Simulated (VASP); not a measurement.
Here is a VASP 6.6.1 calculation.

File INCAR:

```
ALGO = Normal
EDIFF = 1E-7
EDIFFG = -0.001
ENCUT = 500
GGA = PE
GGA_COMPAT = F
IBRION = 2
ISIF = 3
ISMEAR = 0
LASPH = T
LCHARG = F
LREAL = F
LWAVE = F
NELM = 120
NELMIN = 4
NSW = 80
PREC = Accurate
SIGMA = 0.01
```

The input KPOINTS:

```
k-points
0
Gamma
  8 8 8
```

The input POSCAR:

```
H
1.0
   -1.8548681235      1.8548681235      2.2855637461
    1.8548681235     -1.8548681235      2.2855637461
    1.8548681235      1.8548681235     -2.2855637461
H
2
Direct
    0.9178910701      0.9178910701      0.0000000000
    0.0821089299      0.0821089299      0.0000000000
```

Potentials or basis: VASP PAW PBE potentials, release 64 (H).

The run is started by

```bash
$ cat potpaw_PBE.64/H/POTCAR > POTCAR
$ mpirun -np 1 vasp_std > vasp.out
```

Predict the space group after relaxing (to 0.05 Å).

I4/mmm (No. 139).

What does it give for the relaxed cell?

a = 3.335 Å, b = 3.335 Å, c = 3.335 Å, α = 115.46°, β = 115.46°, γ = 98.06°.

Predict the band gap on the k mesh.

9.13 eV, indirect (least direct gap 9.73 eV).

Final structure:
```
H
1.0
    -1.78073    1.78073    2.18683
     1.78073   -1.78073    2.18683
     1.78073    1.78073   -2.18683
H
2
Direct
  0.91425 0.91425 0.00000
  0.08575 0.08575 0.00000
```

A k mesh can miss the band edges. Expect the measured gap to be larger: semilocal functionals such as PBE lack the derivative discontinuity.
